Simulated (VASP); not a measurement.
# KBr (Fm-3m) in VASP: a series of runs

Runs on KBr. Level: PBE. Tasks: single point, relaxation of cell and atoms.

Everything below comes from runs of VASP 6.6.1. Logs are shortened: lines on timing, memory, paths and dates and some standing lists are left out, and cuts for length are marked.

### 1 The cell of the first run

It takes space group Fm-3m (No. 225, cubic). Conventional cell: a = 6.704 Å, b = 6.704 Å, c = 6.704 Å, α = 90.00°, β = 90.00°, γ = 90.00°. Within 4.4 Å of K (site symmetry m-3m) lie 6 Br at 3.35 Å. Within 4.4 Å of Br (site symmetry m-3m) lie 6 K at 3.35 Å.

### 2 Single point, PBE

File INCAR:

```
ALGO = Normal
EDIFF = 1E-6
ENCUT = 520
GGA = PE
ISIF = 2
ISMEAR = -1
LASPH = T
LCHARG = F
LREAL = F
LWAVE = F
NBANDS = 15
NELM = 60
PREC = Accurate
SIGMA = 0.02
```

File KPOINTS:

```
k-points
0
Gamma
  7 7 7
```

File POSCAR:

```
KBr
1.0
    0.0000000000      3.3518742451      3.3518742451
    3.3518742451      0.0000000000      3.3518742451
    3.3518742451      3.3518742451      0.0000000000
K Br
1 1
Direct
    0.0000000000      0.0000000000      0.0000000000
    0.5000000000      0.5000000000      0.5000000000
```

Potentials or basis: VASP PAW PBE potentials, release 64 (K_sv, Br).

On the command line:

```
> cat potpaw_PBE.64/K_sv/POTCAR potpaw_PBE.64/Br/POTCAR > POTCAR
> mpirun -np 1 vasp_std > vasp.out
```

OUTCAR:

```text
EDIFF = 1E-6
   ENCUT = 520
   GGA = PE
   ISIF = 2
   ISMEAR = -1
   LASPH = T
   LREAL = F
   NELM = 60
   PREC = Accurate

 ion  position               nearest neighbor table
   1  0.000  0.000  0.000-
   2  0.500  0.500  0.500-

  LATTYP: Found a face centered cubic cell.
 ALAT       =     6.7037484902

  Lattice vectors:

 A1 = (   0.0000000000,   3.3518742451,   3.3518742451)
 A2 = (   3.3518742451,   0.0000000000,   3.3518742451)
 A3 = (   3.3518742451,   3.3518742451,   0.0000000000)

Analysis of symmetry for initial positions (statically):
=====================================================================
 Subroutine PRICEL returns:
 Original cell was already a primitive cell.

 Routine SETGRP: Setting up the symmetry group for a
 face centered cubic supercell.

 Subroutine GETGRP returns: Found 48 space group operations
 (whereof 48 operations were pure point group operations)
 out of a pool of 48 trial point group operations.

The static configuration has the point symmetry O_h .

Analysis of symmetry for dynamics (positions and initial velocities):
=====================================================================
 Subroutine PRICEL returns:
 Original cell was already a primitive cell.

 Routine SETGRP: Setting up the symmetry group for a
 face centered cubic supercell.

 Subroutine GETGRP returns: Found 48 space group operations
 (whereof 48 operations were pure point group operations)
 out of a pool of 48 trial point group operations.

The dynamic configuration has the point symmetry O_h .

 Subroutine INISYM returns: Found 48 space group operations
 (whereof 48 operations are pure point group operations),
 and found     1 'primitive' translations

----------------------------------------------------------------------------------------

                                     Primitive cell

  volume of cell :      75.3170

  direct lattice vectors                    reciprocal lattice vectors
     0.000000000  3.351874245  3.351874245    -0.149170274  0.149170274  0.149170274
     3.351874245  0.000000000  3.351874245     0.149170274 -0.149170274  0.149170274
     3.351874245  3.351874245  0.000000000     0.149170274  0.149170274 -0.149170274

  length of vectors
     4.740266017  4.740266017  4.740266017     0.258370494  0.258370494  0.258370494

  position of ions in fractional coordinates (direct lattice)
     0.000000000  0.000000000  0.000000000
     0.500000000  0.500000000  0.500000000

  ion indices of the primitive-cell ions
   primitive index   ion index
                 1           1
                 2           2

----------------------------------------------------------------------------------------

 KPOINTS: k-points

Automatic generation of k-mesh.
 Grid dimensions read from file:
 generate k-points for:    7    7    7

 Generating k-lattice:

  Cartesian coordinates                     Fractional coordinates (reciprocal lattice)
    -0.021310039  0.021310039  0.021310039     0.142857143  0.000000000  0.000000000
     0.021310039 -0.021310039  0.021310039     0.000000000  0.142857143  0.000000000
     0.021310039  0.021310039 -0.021310039     0.000000000  0.000000000  0.142857143

  Length of vectors
     0.036910071  0.036910071  0.036910071

  Shift w.r.t. Gamma in fractional coordinates (k-lattice)
     0.000000000  0.000000000  0.000000000

 Subroutine IBZKPT returns following result:
 ===========================================

 Found     20 irreducible k-points:

 Following reciprocal coordinates:
            Coordinates               Weight
  0.000000  0.000000  0.000000      1.000000
  0.142857  0.000000  0.000000      8.000000
  0.285714  0.000000  0.000000      8.000000
  0.428571  0.000000  0.000000      8.000000
  0.142857  0.142857  0.000000      6.000000
  0.285714  0.142857  0.000000     24.000000
[... 12 lines left out ...]
 -0.428571  0.428571  0.142857     24.000000
 -0.285714  0.428571  0.142857     24.000000
   k-points           NKPTS =     20   k-points in BZ     NKDIM =     20   number of bands    NBANDS=     15
   number of dos      NEDOS =    301   number of ions     NIONS =      2
   total plane-waves  NPLWV =  46656
   dimension x,y,z NGX =    36 NGY =   36 NGZ =   36
   dimension x,y,z NGXF=    72 NGYF=   72 NGZF=   72
   ions per type =               1   1
   NGX,Y,Z   is equivalent  to a cutoff of  12.63, 12.63, 12.63 a.u.
   NGXF,Y,Z  is equivalent  to a cutoff of  25.25, 25.25, 25.25 a.u.
 SYSTEM =  unknown system
   PREC   = accura    normal or accurate (medium, high low for compatibility)
   ISTART =      0    job   : 0-new  1-cont  2-samecut
   ICHARG =      2    charge: 1-file 2-atom 10-const
   ISPIN  =      1    spin polarized calculation?
   LNONCOLLINEAR =      F non collinear calculations
   LSORBIT =      F    spin-orbit coupling
   LASPH  =      T    aspherical Exc in radial PAW
   ENCUT  =  520.0 eV  38.22 Ry    6.18 a.u.   8.81  8.81  8.81*2*pi/ulx,y,z
   NELM   =     60;   NELMIN=  2; NELMDL= -5     # of ELM steps
   EDIFF  = 0.1E-05   stopping-criterion for ELM
   LREAL  =      F    real-space projection
   EDIFFG = 0.1E-04   stopping-criterion for IOM
   NSW    =      0    number of steps for IOM
   IBRION =     -1    ionic relax: 0-MD 1-quasi-New 2-CG
   NFREE  =      0    steps in history (QN), initial steepest desc. (CG)
   ISIF   =      2    stress and relaxation
   ISYM   =      2    0-nonsym 1-usesym 2-fastsym
   POTIM  = 0.5000    time-step for ionic-motion
   TEBEG  =    0.0;   TEEND  =   0.0 temperature during run
   PSTRESS=    0.0 pullay stress
   NELECT =      16.0000    total number of electrons
   NUPDOWN=      -1.0000    fix difference up-down
   EMIN   =  10.00;   EMAX   =-10.00  energy-range for DOS
   EFERMI =   0.00;   METHOD = LEGACY
   ISMEAR =    -1;   SIGMA  =   0.02  broadening in eV -4-tet -1-fermi 0-gaus
   EFERMI_NEDOS =   21; number of points for ismear=-14 and -15
   IALGO  =     38    algorithm
   IMIX   =      4    mixing-type and parameters
     AMIX     =   0.40;   BMIX     =  1.00
     AMIX_MAG =   1.60;   BMIX_MAG =  1.00
  volume/ion in A,a.u.               =      37.66       254.13
  Fermi-wavevector in a.u.,A,eV,Ry     =   0.976826  1.845933 12.982524  0.954189
  Thomas-Fermi vector in A             =   2.107475
   LORBIT       =      0    0 simple, 1 ext, 2 COOP (PROOUT), +10 PAW based schemes
   GGA     = PE    functional components
   LHFCALC =     F    Hartree Fock is set to
   AEXX    =    0.0000 exact exchange contribution
   IVDW    =     0    specifies the selected vdW correction
   LEPSILON=     F    determine dielectric tensor
   LRPA    =     F    only Hartree local field effects (RPA)
 non-spin polarized calculation
  energy-cutoff  :      520.00
  volume of cell :       75.32
 maximum number of plane-waves:      2085
   NGX = 17   NGY = 17   NGZ = 17

 number of electron      16.0000001 magnetization

 Free energy of the ion-electron system (eV)
  ---------------------------------------------------
  ext. energy  EPLUGINS =         0.00000000
  ---------------------------------------------------
  free energy    TOTEN  =        -6.22359398 eV

  energy without entropy =       -6.22359398  energy(sigma->0) =       -6.22359398

 E-fermi :  -1.4247     XC(G=0):  -7.1856

 val. band max:       -1.9195837116   @ k =   0.0000   0.0000   0.0000
 cond. band min:       2.3920654232   @ k =   0.0000   0.0000   0.0000
 fundamental gap:      4.3116491348
 Fermi energy:        -1.4246579052

 k-point     1 :       0.0000    0.0000    0.0000
  band No.  band energies     occupation
      1     -29.8037      2.00000
      2     -14.1573      2.00000
      3     -13.2773      2.00000
      4     -13.2773      2.00000
      5     -13.2773      2.00000
      6      -1.9196      2.00000
      7      -1.9196      2.00000
      8      -1.9196      2.00000
      9       2.3921      0.00000
     10       5.6705      0.00000
     11       5.6705      0.00000
     12       5.6705      0.00000
     13       6.4649      0.00000
     14       6.4649      0.00000
     15       9.5582      0.00000

 k-point     2 :       0.1429    0.0000    0.0000
  band No.  band energies     occupation
      1     -29.8029      2.00000
      2     -14.1948      2.00000
      3     -13.2782      2.00000
      4     -13.2782      2.00000
      5     -13.2285      2.00000
      6      -2.1791      2.00000
      7      -1.9790      2.00000
      8      -1.9790      2.00000
      9       2.8689      0.00000
     10       5.5443      0.00000
     11       5.8999      0.00000
     12       5.8999      0.00000
     13       6.7096      0.00000
     14       6.7096      0.00000
     15      10.2243      0.00000

 k-point     3 :       0.2857    0.0000    0.0000
  band No.  band energies     occupation
      1     -29.8011      2.00000
      2     -14.2677      2.00000
      3     -13.2803      2.00000
      4     -13.2803      2.00000
      5     -13.1299      2.00000
      6      -2.6525      2.00000
      7      -2.1061      2.00000
      8      -2.1061      2.00000
      9       3.8501      0.00000
     10       5.5671      0.00000
     11       6.5293      0.00000
     12       6.5293      0.00000
     13       7.3687      0.00000
     14       7.3687      0.00000
     15       9.7063      0.00000
[... 271 lines left out ...]
 k-point    19 :      -0.4286    0.4286    0.1429
  band No.  band energies     occupation
      1     -29.7983      2.00000
      2     -14.1506      2.00000
      3     -13.3270      2.00000
      4     -13.3135      2.00000
      5     -13.2207      2.00000
      6      -2.6465      2.00000
      7      -2.2955      2.00000
      8      -2.2914      2.00000
      9       4.5494      0.00000
     10       5.4834      0.00000
     11       6.5458      0.00000
     12       7.4734      0.00000
     13       7.7438      0.00000
     14       8.5312      0.00000
     15       8.9670      0.00000

 k-point    20 :      -0.2857    0.4286    0.1429
  band No.  band energies     occupation
      1     -29.7982      2.00000
      2     -14.1759      2.00000
      3     -13.3320      2.00000
      4     -13.3125      2.00000
      5     -13.1828      2.00000
      6      -2.5433      2.00000
      7      -2.5052      2.00000
      8      -2.3037      2.00000
      9       5.0910      0.00000
     10       5.7807      0.00000
     11       6.2164      0.00000
     12       6.9436      0.00000
     13       8.3791      0.00000
     14       8.4147      0.00000
     15       9.1050      0.00000

------------------------ aborting loop because EDIFF is reached ----------------------------------------

  FORCE on cell =-STRESS in cart. coord.  units (eV):
  Direction    XX          YY          ZZ          XY          YZ          ZX
  --------------------------------------------------------------------------------------
  -------------------------------------------------------------------------------------
  Total        0.0189716      0.0189716      0.0189716     -0.0000000      0.0000000      0.0000000
  in kB        0.4035713      0.4035713      0.4035713     -0.0000000      0.0000000      0.0000000
  external PRESSURE =       0.4035713 kB  Pullay stress =       0.0000000 kB

 VOLUME and BASIS-vectors are now :
 -----------------------------------------------------------------------------
  energy-cutoff  :      520.00
  volume of cell :       75.32
      direct lattice vectors                 reciprocal lattice vectors
     0.000000000  3.351874245  3.351874245    -0.149170274  0.149170274  0.149170274
     3.351874245  0.000000000  3.351874245     0.149170274 -0.149170274  0.149170274
     3.351874245  3.351874245  0.000000000     0.149170274  0.149170274 -0.149170274

 POSITION                                       TOTAL-FORCE (eV/Angst)
 -----------------------------------------------------------------------------------
      0.00000      0.00000      0.00000         0.000000      0.000000      0.000000
      3.35187      3.35187      3.35187         0.000000      0.000000      0.000000
 -----------------------------------------------------------------------------------
    total drift:                                0.000000      0.000000      0.000000

  FREE ENERGIE OF THE ION-ELECTRON SYSTEM (eV)
  ---------------------------------------------------
  free  energy   TOTEN  =        -6.2235939783 eV

  energy  without entropy=       -6.2235939783  energy(sigma->0) =       -6.22359398
```

Run time: 20 s. Hardware: 1 thread of Intel Xeon Platinum 8259CL at 2.50GHz (Skylake/Cascade Lake), shared host; peak memory 0.2 GiB.

What came out:

| Quantity | Value |
| --- | --- |
| Free energy | -6.2236 eV |
| Pressure | 0.0 GPa |
| Band gap on the k mesh | 4.31 eV |

Caveat: an odd mesh through Γ misses points on the zone boundary, where band edges can lie.

### 3 Relaxation of cell and atoms, PBE

This run uses another cell than the first one, of 38.62 Å³/atom.

File INCAR:

```
SYSTEM = KBr
PREC = Accurate
ENCUT = 600
EDIFF = 1E-6
ISMEAR = -1
SIGMA = 0.02
LREAL = .False.
LASPH = .True.
NELM = 80
ALGO = Normal
ISIF = 3
LWAVE = .False.
LCHARG = .False.
GGA = PE
IBRION = 2
NSW = 100
EDIFFG = -0.005
```

File KPOINTS:

```
regular mesh
0
Gamma
  7 7 7
  0 0 0
```

File POSCAR:

```
KBr
1.0
    0.0000000000      3.3801514882      3.3801514882
    3.3801514882      0.0000000000      3.3801514882
    3.3801514882      3.3801514882      0.0000000000
K Br
1 1
Direct
    0.0000000000      0.0000000000      0.0000000000
    0.5000000000      0.5000000000      0.5000000000
```

Potentials or basis: VASP PAW PBE potentials, release 64 (K_sv, Br).

On the command line:

```
> cat potpaw_PBE.64/K_sv/POTCAR potpaw_PBE.64/Br/POTCAR > POTCAR
> mpirun -np 1 vasp_std > vasp.out
```

Run time: 79 s. Hardware: 1 thread of Intel Xeon Platinum 8259CL at 2.50GHz (Skylake/Cascade Lake), shared host; peak memory 0.26 GiB.

It converged, with:

| Property | Result |
| --- | --- |
| Free energy | -6.2238 eV |
| Relaxed volume | 37.82 Å³/atom |
| Relaxed cell | a = 4.747 Å, b = 4.747 Å, c = 4.747 Å, α = 60.00°, β = 60.00°, γ = 60.00° |
| Space group after relaxing (to 0.1 Å) | Fm-3m (No. 225) |
| Energy gained by relaxing | 0.7 meV/atom |
| Ionic steps | 5 |
| Pressure after relaxing | 0.0 GPa |
| Band gap on the k mesh | 4.30 eV |

The path:
| step | energy change (eV) | largest force (eV/Å) | pressure (GPa) | volume (Å³) |
| --- | --- | --- | --- | --- |
| 1 | 0.0000 | 0.0000 | -0.27 | 77.24 |
| 2 | -0.0010 | 0.0000 | -0.15 | 76.50 |
| 3 | -0.0014 | 0.0000 | -0.06 | 75.95 |
| 4 | -0.0011 | 0.0000 | 0.15 | 74.85 |
| 5 | -0.0015 | 0.0000 | -0.02 | 75.64 |

Final structure:
```cif
data_structure
_symmetry_space_group_name_H-M 'P 1'
_symmetry_Int_Tables_number 1
_cell_length_a 4.7470
_cell_length_b 4.7470
_cell_length_c 4.7470
_cell_angle_alpha 60.000
_cell_angle_beta 60.000
_cell_angle_gamma 60.000
_cell_volume 75.64
loop_
_atom_site_label
_atom_site_type_symbol
_atom_site_fract_x
_atom_site_fract_y
_atom_site_fract_z
_atom_site_occupancy
K1 K 0.00000 0.00000 0.00000 1
Br1 Br 0.50000 0.50000 0.50000 1
```

Levels at points of the mesh, in eV from the valence-band top:
```tsv
k point	band 6	band 7	band 8	band 9	band 10	band 11
(0.00, 0.00, 0.00)	0.00	0.00	0.00	4.30	7.59	7.59
```

Caveat: an odd mesh through Γ misses points on the zone boundary, where band edges can lie.
